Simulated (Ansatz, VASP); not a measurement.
# One calculation of Ni, two programs

```xyz
3
Lattice="3.9399 0.0000 0.0000 -1.9699 3.4120 0.0000 0.0000 0.0000 2.3703" Properties=species:S:1:pos:R:3 pbc="T T T"
Ni   -1.9699    3.4120    2.3703
Ni    0.0000    2.2747    1.1851
Ni    1.9699    1.1373    1.1851
```

Alike in both runs: task single point; functional PBE; k mesh 12 × 12 × 17; occupations fermi-dirac, width 0.1 eV; no spin polarisation.

```csv
,VASP,Ansatz
version,VASP 6.6.1,Ansatz 0.2.0
potentials or method,"VASP PAW PBE potentials, release 64 (Ni), cutoff 520 eV","plane waves (420 eV) with PAW, scalar-relativistic"
valence electrons in the cell,30,54
```

```csv
,VASP,Ansatz,Ansatz less VASP
pressure (GPa),8.5,8.6,+0.15
"traceless stress, the component that is largest in VASP (GPa)",-0.34,-0.26,+0.089
```

The functional is the same, so the differences come from potentials, cutoffs and numerics. VASP's potentials hold 30 valence electrons a cell and Ansatz's 54, so a difference there can come from the potentials and not from the codes.
